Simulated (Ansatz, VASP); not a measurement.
**K: VASP beside Ansatz**

The input INCAR:

```
SYSTEM = K
PREC = Accurate
ENCUT = 600
EDIFF = 1E-7
ISMEAR = 0
SIGMA = 0.1
LREAL = .False.
LASPH = .True.
NELM = 60
ALGO = Normal
ISIF = 3
LWAVE = .False.
LCHARG = .False.
GGA = PE
IVDW = 12
IBRION = 2
NSW = 100
EDIFFG = -0.005
```

The input KPOINTS:

```
regular mesh
0
Gamma
  12 12 12
  0 0 0
```

File POSCAR:

```
K
1.0
   -2.6000000000      2.6000000000      2.6000000000
    2.6000000000     -2.6000000000      2.6000000000
    2.6000000000      2.6000000000     -2.6000000000
K
1
Direct
    0.0000000000      0.0000000000      0.0000000000
```

Input for Ansatz:

```yaml
crystal:
  lattice:
    - [-2.6, 2.6, 2.6]
    - [2.6, -2.6, 2.6]
    - [2.6, 2.6, -2.6]
  atoms:
    - { symbol: K, position: [0.0, 0.0, 0.0] }
basis:
  ecutwfc: 420
kpoints:
  mp_grid: { grid: [12, 12, 12] }
hamiltonian:
  xc: pbe
  dispersion: d3bj
scf:
  occupations: { method: gaussian, width: 0.1 }
output:
  forces: true
  stress: true
  eigenvalues: true
relax:
  adjacent_minimum: "off"
  f_tol: 0.005
  max_steps: 80
  cell: { stress_tol: 0.05 }
```

Alike in both runs: task relaxation of cell and atoms; functional PBE; dispersion D3(BJ); k mesh 12 × 12 × 12; occupations gaussian, width 0.1 eV; no spin polarisation.

|  | VASP | Ansatz |
| --- | --- | --- |
| version | VASP 6.6.1 | Ansatz 0.2.0 |
| potentials or method | VASP PAW PBE potentials, release 64 (K_sv), cutoff 600 eV | scalar-relativistic, plane waves, PAW |
| valence electrons in the cell | 9 | 9 |

Ansatz gave:

```
gap on the k mesh at the Fermi level, each at its own relaxed structure (eV) : none
relaxed volume (Å³/atom)                                                     : 68.79
relaxed cell length with the largest relative difference (Å)                 : 4.471
```

Task: What did VASP give for the same quantities?

Result: gap on the k mesh at the Fermi level, each at its own relaxed structure (eV): none; relaxed volume (Å³/atom): 68.88; relaxed cell length with the largest relative difference (Å): 4.473.

A gap of «none» marks a metal or a gap that the smearing closes.
